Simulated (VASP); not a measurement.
A run of VASP 6.6.1:

Contents of INCAR:

```
  PREC = Accurate
  ENCUT = 600
  EDIFF = 1E-6
  ISMEAR = 0
  SIGMA = 0.1
  LREAL = F
  LASPH = T
  NELM = 150
  ALGO = Normal
  ISIF = 3
  LWAVE = F
  LCHARG = F
  ISPIN = 2
  MAGMOM = 0.37 0.37 0
  LORBIT = 11
  LMAXMIX = 4
  GGA = PE
  IBRION = 2
  NSW = 90
  EDIFFG = -0.04
```

The input KPOINTS:

```
Automatic mesh
0
Gamma
  6 6 4
```

The input POSCAR:

```
Pt2Cl
1.0
    3.8365803450      0.0000000000      0.0000000000
   -1.9182901725      3.3225760424      0.0000000000
    0.0000000000      0.0000000000      4.1424870834
Pt Cl
2 1
Direct
    0.3333333333      0.6666666667      0.5000000000
    0.6666666667      0.3333333333      0.5000000000
    0.0000000000      0.0000000000      0.0000000000
```

Potentials or basis: VASP PAW PBE potentials, release 64 (Pt, Cl).

Run with:

```bash
$ cat potpaw_PBE.64/Pt/POTCAR potpaw_PBE.64/Cl/POTCAR > POTCAR
$ mpirun -np 1 vasp_std > vasp.out
```

Hardware: 1 thread of AMD EPYC 9R14 (Zen 4), on a shared host.

How long does it take, and how much memory?

Wall time 11 min on 1 thread of AMD EPYC 9R14 (Zen 4), on a shared host, peak memory 0.22 GiB. Counts: scf iterations 243, k points 21, ion steps 23.
